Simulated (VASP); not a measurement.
# CdSe (F-43m) in VASP: notebook

CdSe is run at these levels: PBE; tasks: single point.

Everything below comes from runs of VASP 6.6.1. Logs are shortened: lines on timing, memory, paths and dates and some standing lists are left out, and cuts for length are marked.

## (1) The cell of the first run

It takes space group F-43m (No. 216, cubic). Conventional cell: a = 6.201 Å, b = 6.201 Å, c = 6.201 Å, α = 90.00°, β = 90.00°, γ = 90.00°. Within 3.5 Å of Cd (site symmetry -43m) lie 4 Se at 2.69 Å. Within 3.5 Å of Se (site symmetry -43m) lie 4 Cd at 2.69 Å.

## (2) Single point, PBE

File INCAR:

```
SYSTEM = CdSe
ALGO = Normal ; EDIFF = 1E-6
ENCUT = 520 ; GGA = PE
ISIF = 2 ; ISMEAR = -1
LASPH = .TRUE. ; LCHARG = .TRUE.
LELF = .TRUE. ; LREAL = .FALSE.
LVHAR = .TRUE. ; LWAVE = .FALSE.
NBANDS = 16 ; NELM = 80
PREC = Accurate ; SIGMA = 0.1
```

File KPOINTS:

```
k-points
0
G
  6 6 6
  0 0 0
```

File POSCAR:

```
CdSe
1.0
    0.0000000000      3.1006706900      3.1006706900
    3.1006706900      0.0000000000      3.1006706900
    3.1006706900      3.1006706900      0.0000000000
Cd Se
1 1
Direct
    0.0000000000      0.0000000000      0.0000000000
    0.7500000000      0.7500000000      0.7500000000
```

Potentials or basis: VASP PAW PBE potentials, release 64 (Cd, Se).

On the command line:

```bash
> cat potpaw_PBE.64/Cd/POTCAR potpaw_PBE.64/Se/POTCAR > POTCAR
> mpirun -np 1 vasp_std > vasp.out
```

OUTCAR:

```text
SYSTEM = CdSe
   EDIFF = 1E-6
   ENCUT = 520
   GGA = PE
   ISIF = 2
   ISMEAR = -1
   LASPH = .TRUE.
   LREAL = .FALSE.
   NELM = 80
   PREC = Accurate

 ion  position               nearest neighbor table
   1  0.000  0.000  0.000-   2 2.69   2 2.69   2 2.69   2 2.69
   2  0.750  0.750  0.750-   1 2.69   1 2.69   1 2.69   1 2.69

  LATTYP: Found a face centered cubic cell.
 ALAT       =     6.2013413800

  Lattice vectors:

 A1 = (   0.0000000000,   3.1006706900,   3.1006706900)
 A2 = (   3.1006706900,   0.0000000000,   3.1006706900)
 A3 = (   3.1006706900,   3.1006706900,   0.0000000000)

Analysis of symmetry for initial positions (statically):
=====================================================================
 Subroutine PRICEL returns:
 Original cell was already a primitive cell.

 Routine SETGRP: Setting up the symmetry group for a
 face centered cubic supercell.

 Subroutine GETGRP returns: Found 24 space group operations
 (whereof 24 operations were pure point group operations)
 out of a pool of 48 trial point group operations.

The static configuration has the point symmetry T_d .

Analysis of symmetry for dynamics (positions and initial velocities):
=====================================================================
 Subroutine PRICEL returns:
 Original cell was already a primitive cell.

 Routine SETGRP: Setting up the symmetry group for a
 face centered cubic supercell.

 Subroutine GETGRP returns: Found 24 space group operations
 (whereof 24 operations were pure point group operations)
 out of a pool of 48 trial point group operations.

The dynamic configuration has the point symmetry T_d .

 Subroutine INISYM returns: Found 24 space group operations
 (whereof 24 operations are pure point group operations),
 and found     1 'primitive' translations

----------------------------------------------------------------------------------------

                                     Primitive cell

  volume of cell :      59.6207

  direct lattice vectors                    reciprocal lattice vectors
     0.000000000  3.100670690  3.100670690    -0.161255435  0.161255435  0.161255435
     3.100670690  0.000000000  3.100670690     0.161255435 -0.161255435  0.161255435
     3.100670690  3.100670690  0.000000000     0.161255435  0.161255435 -0.161255435

  length of vectors
     4.385010542  4.385010542  4.385010542     0.279302606  0.279302606  0.279302606

  position of ions in fractional coordinates (direct lattice)
     0.000000000  0.000000000  0.000000000
     0.750000000  0.750000000  0.750000000

  ion indices of the primitive-cell ions
   primitive index   ion index
                 1           1
                 2           2

----------------------------------------------------------------------------------------

 KPOINTS: k-points

Automatic generation of k-mesh.
 Grid dimensions read from file:
 generate k-points for:    6    6    6

 Generating k-lattice:

  Cartesian coordinates                     Fractional coordinates (reciprocal lattice)
    -0.026875906  0.026875906  0.026875906     0.166666667  0.000000000  0.000000000
     0.026875906 -0.026875906  0.026875906     0.000000000  0.166666667  0.000000000
     0.026875906  0.026875906 -0.026875906     0.000000000  0.000000000  0.166666667

  Length of vectors
     0.046550434  0.046550434  0.046550434

  Shift w.r.t. Gamma in fractional coordinates (k-lattice)
     0.000000000  0.000000000  0.000000000

 Subroutine IBZKPT returns following result:
 ===========================================

 Found     16 irreducible k-points:

 Following reciprocal coordinates:
            Coordinates               Weight
  0.000000  0.000000  0.000000      1.000000
  0.166667  0.000000  0.000000      8.000000
  0.333333  0.000000  0.000000      8.000000
  0.500000  0.000000  0.000000      4.000000
  0.166667  0.166667  0.000000      6.000000
  0.333333  0.166667  0.000000     24.000000
[... 8 lines left out ...]
 -0.333333  0.333333  0.166667     24.000000
 -0.333333  0.500000  0.166667     12.000000
   k-points           NKPTS =     16   k-points in BZ     NKDIM =     16   number of bands    NBANDS=     16
   number of dos      NEDOS =    301   number of ions     NIONS =      2
   total plane-waves  NPLWV =  46656
   dimension x,y,z NGX =    36 NGY =   36 NGZ =   36
   dimension x,y,z NGXF=    72 NGYF=   72 NGZF=   72
   ions per type =               1   1
   NGX,Y,Z   is equivalent  to a cutoff of  13.65, 13.65, 13.65 a.u.
   NGXF,Y,Z  is equivalent  to a cutoff of  27.30, 27.30, 27.30 a.u.
 SYSTEM =  CdSe
   PREC   = accura    normal or accurate (medium, high low for compatibility)
   ISTART =      0    job   : 0-new  1-cont  2-samecut
   ICHARG =      2    charge: 1-file 2-atom 10-const
   ISPIN  =      1    spin polarized calculation?
   LNONCOLLINEAR =      F non collinear calculations
   LSORBIT =      F    spin-orbit coupling
   LASPH  =      T    aspherical Exc in radial PAW
   ENCUT  =  520.0 eV  38.22 Ry    6.18 a.u.   8.15  8.15  8.15*2*pi/ulx,y,z
   NELM   =     80;   NELMIN=  2; NELMDL= -5     # of ELM steps
   EDIFF  = 0.1E-05   stopping-criterion for ELM
   LREAL  =      F    real-space projection
   EDIFFG = 0.1E-04   stopping-criterion for IOM
   NSW    =      0    number of steps for IOM
   IBRION =     -1    ionic relax: 0-MD 1-quasi-New 2-CG
   NFREE  =      0    steps in history (QN), initial steepest desc. (CG)
   ISIF   =      2    stress and relaxation
   ISYM   =      2    0-nonsym 1-usesym 2-fastsym
   POTIM  = 0.5000    time-step for ionic-motion
   TEBEG  =    0.0;   TEEND  =   0.0 temperature during run
   PSTRESS=    0.0 pullay stress
   NELECT =      18.0000    total number of electrons
   NUPDOWN=      -1.0000    fix difference up-down
   EMIN   =  10.00;   EMAX   =-10.00  energy-range for DOS
   EFERMI =   0.00;   METHOD = LEGACY
   ISMEAR =    -1;   SIGMA  =   0.10  broadening in eV -4-tet -1-fermi 0-gaus
   EFERMI_NEDOS =   21; number of points for ismear=-14 and -15
   IALGO  =     38    algorithm
   IMIX   =      4    mixing-type and parameters
     AMIX     =   0.40;   BMIX     =  1.00
     AMIX_MAG =   1.60;   BMIX_MAG =  1.00
  volume/ion in A,a.u.               =      29.81       201.17
  Fermi-wavevector in a.u.,A,eV,Ry     =   1.098247  2.075386 16.410619  1.206146
  Thomas-Fermi vector in A             =   2.234621
   LORBIT       =      0    0 simple, 1 ext, 2 COOP (PROOUT), +10 PAW based schemes
   GGA     = PE    functional components
   LHFCALC =     F    Hartree Fock is set to
   AEXX    =    0.0000 exact exchange contribution
   IVDW    =     0    specifies the selected vdW correction
   LEPSILON=     F    determine dielectric tensor
   LRPA    =     F    only Hartree local field effects (RPA)
 non-spin polarized calculation
  energy-cutoff  :      520.00
  volume of cell :       59.62
 maximum number of plane-waves:      1639
 NGX is ok and might be reduce to    36
   NGX = 17   NGY = 17   NGZ = 17

 number of electron      18.0000000 magnetization

 Free energy of the ion-electron system (eV)
  ---------------------------------------------------
  ext. energy  EPLUGINS =         0.00000000
  ---------------------------------------------------
  free energy    TOTEN  =        -5.49603826 eV

  energy without entropy =       -5.49454829  energy(sigma->0) =       -5.49529327

 E-fermi :   0.8445     XC(G=0):  -8.6232

 val. band max:        0.4991366434   @ k =   0.0000   0.0000   0.0000
 cond. band min:       0.9857664828   @ k =   0.0000   0.0000   0.0000
 fundamental gap:      0.4866298394
 Fermi energy:         0.8445148636

 k-point     1 :       0.0000    0.0000    0.0000
  band No.  band energies     occupation
      1     -11.7849      2.00000
      2      -7.2590      2.00000
      3      -7.2590      2.00000
      4      -7.2590      2.00000
      5      -6.9440      2.00000
      6      -6.9440      2.00000
[... 8 lines left out ...]
     15      11.4632      0.00000
     16      11.4632      0.00000

 k-point     2 :       0.1667    0.0000    0.0000
  band No.  band energies     occupation
      1     -11.7050      2.00000
      2      -7.2346      2.00000
      3      -7.2346      2.00000
      4      -7.1776      2.00000
      5      -6.9446      2.00000
      6      -6.9446      2.00000
[... 8 lines left out ...]
     15      10.5512      0.00000
     16      10.8716      0.00000

 k-point     3 :       0.3333    0.0000    0.0000
  band No.  band energies     occupation
      1     -11.5430      2.00000
      2      -7.1939      2.00000
      3      -7.1939      2.00000
      4      -6.9354      2.00000
      5      -6.9354      2.00000
      6      -6.9152      2.00000
[... 8 lines left out ...]
     15      10.9445      0.00000
     16      10.9445      0.00000

 k-point     4 :       0.5000    0.0000    0.0000
  band No.  band energies     occupation
      1     -11.4614      2.00000
      2      -7.1792      2.00000
      3      -7.1792      2.00000
      4      -6.9241      2.00000
      5      -6.9241      2.00000
      6      -6.6906      2.00000
[... 8 lines left out ...]
     15      12.4454      0.00000
     16      12.4454      0.00000
[... 172 lines left out ...]
 k-point    14 :       0.5000    0.3333    0.1667
  band No.  band energies     occupation
      1     -11.4383      2.00000
      2      -7.1352      2.00000
      3      -7.1268      2.00000
      4      -6.9973      2.00000
      5      -6.9214      2.00000
      6      -6.7306      2.00000
[... 8 lines left out ...]
     15      12.3730      0.00000
     16      13.3354      0.00000

 k-point    15 :      -0.3333    0.3333    0.1667
  band No.  band energies     occupation
      1     -11.3856      2.00000
      2      -7.1284      2.00000
      3      -7.1055      2.00000
      4      -6.9695      2.00000
      5      -6.9337      2.00000
      6      -6.5769      2.00000
[... 8 lines left out ...]
     15      12.1907      0.00000
     16      13.2448      0.00000

 k-point    16 :      -0.3333    0.5000    0.1667
  band No.  band energies     occupation
      1     -11.3599      2.00000
      2      -7.0960      2.00000
      3      -7.0856      2.00000
      4      -6.9959      2.00000
      5      -6.9200      2.00000
      6      -6.5555      2.00000
[... 8 lines left out ...]
     15      13.1047      0.00000
     16      13.2127      0.00000

------------------------ aborting loop because EDIFF is reached ----------------------------------------

  FORCE on cell =-STRESS in cart. coord.  units (eV):
  Direction    XX          YY          ZZ          XY          YZ          ZX
  --------------------------------------------------------------------------------------
  -------------------------------------------------------------------------------------
  Total        0.0562750      0.0562750      0.0562750     -0.0000000      0.0000000     -0.0000000
  in kB        1.5122697      1.5122697      1.5122697     -0.0000000      0.0000000     -0.0000000
  external PRESSURE =       1.5122697 kB  Pullay stress =       0.0000000 kB

 VOLUME and BASIS-vectors are now :
 -----------------------------------------------------------------------------
  energy-cutoff  :      520.00
  volume of cell :       59.62
      direct lattice vectors                 reciprocal lattice vectors
     0.000000000  3.100670690  3.100670690    -0.161255435  0.161255435  0.161255435
     3.100670690  0.000000000  3.100670690     0.161255435 -0.161255435  0.161255435
     3.100670690  3.100670690  0.000000000     0.161255435  0.161255435 -0.161255435

 POSITION                                       TOTAL-FORCE (eV/Angst)
 -----------------------------------------------------------------------------------
      0.00000      0.00000      0.00000         0.000000      0.000000      0.000000
      4.65101      4.65101      4.65101        -0.000000     -0.000000     -0.000000
 -----------------------------------------------------------------------------------
    total drift:                                0.000000      0.000000      0.000000

  FREE ENERGIE OF THE ION-ELECTRON SYSTEM (eV)
  ---------------------------------------------------
  free  energy   TOTEN  =        -5.4960382553 eV

  energy  without entropy=       -5.4945482867  energy(sigma->0) =       -5.49529327
```

It took 14 s on 1 thread of Intel Xeon Platinum 8488C (Sapphire Rapids), shared host; peak memory 0.2 GiB.

What came out:

| Property | Result |
| --- | --- |
| Free energy | -5.4960 eV |
| Pressure | 0.2 GPa |
| Band gap on the k mesh | 0.49 eV, direct |

Levels at points of the mesh, in eV from the valence-band top:
```
           k point  band 5  band 6  band 7  band 8  band 9  band 10  band 11  band 12  band 13  band 14
(0.00, 0.00, 0.00)   -7.44   -7.44    0.00    0.00    0.00     0.49     5.93     5.93     5.93     9.55
(0.50, 0.00, 0.00)   -7.42   -7.19   -4.06   -0.67   -0.67     2.32     6.42     6.42     7.25     9.88
(0.50, 0.50, 0.00)   -7.39   -7.13   -3.82   -1.66   -1.66     3.24     3.69     8.85     9.87     9.87
```

A hybrid or GW would open this gap; PBE tends to underestimate it.

## (3) Single point, PBE

This run uses another cell than the first one, of 30.68 Å³/atom, 1.029 times its volume.

File INCAR:

```
SYSTEM = CdSe
ALGO = Normal
EDIFF = 1E-6
ENCUT = 520
GGA = PE
ISIF = 2
ISMEAR = -1
LASPH = .TRUE.
LCHARG = .TRUE.
LELF = .TRUE.
LREAL = .FALSE.
LVHAR = .TRUE.
LWAVE = .FALSE.
NBANDS = 16
NELM = 100
PREC = Accurate
SIGMA = 0.1
```

KPOINTS is that of step 2.

File POSCAR:

```
CdSe
1.0
    0.0000000000      3.1304866603      3.1304866603
    3.1304866603      0.0000000000      3.1304866603
    3.1304866603      3.1304866603      0.0000000000
Cd Se
1 1
Direct
    0.0000000000      0.0000000000      0.0000000000
    0.7500000000      0.7500000000      0.7500000000
```

Potentials or basis: VASP PAW PBE potentials, release 64 (Cd, Se).

On the command line:

```bash
> cat potpaw_PBE.64/Cd/POTCAR potpaw_PBE.64/Se/POTCAR > POTCAR
> mpirun -np 1 vasp_std > vasp.out
```

Run time: 18 s. Hardware: 1 thread of Intel Xeon Platinum 8488C (Sapphire Rapids), shared host; peak memory 0.2 GiB.

Results (log left out):

```
Free energy            : -5.4909 eV
Pressure               : -1.1 GPa
Band gap on the k mesh : 0.43 eV, direct
```

Levels at points of the mesh, in eV from the valence-band top:
| k point | band 5 | band 6 | band 7 | band 8 | band 9 | band 10 | band 11 | band 12 | band 13 | band 14 |
| --- | --- | --- | --- | --- | --- | --- | --- | --- | --- | --- |
| (0.00, 0.00, 0.00) | -7.39 | -7.39 | 0.00 | 0.00 | 0.00 | 0.43 | 5.92 | 5.92 | 5.92 | 9.43 |
| (0.50, 0.00, 0.00) | -7.38 | -7.16 | -3.91 | -0.63 | -0.63 | 2.27 | 6.41 | 6.41 | 7.15 | 9.81 |
| (0.50, 0.50, 0.00) | -7.35 | -7.11 | -3.70 | -1.58 | -1.58 | 3.29 | 3.65 | 8.73 | 9.70 | 9.70 |
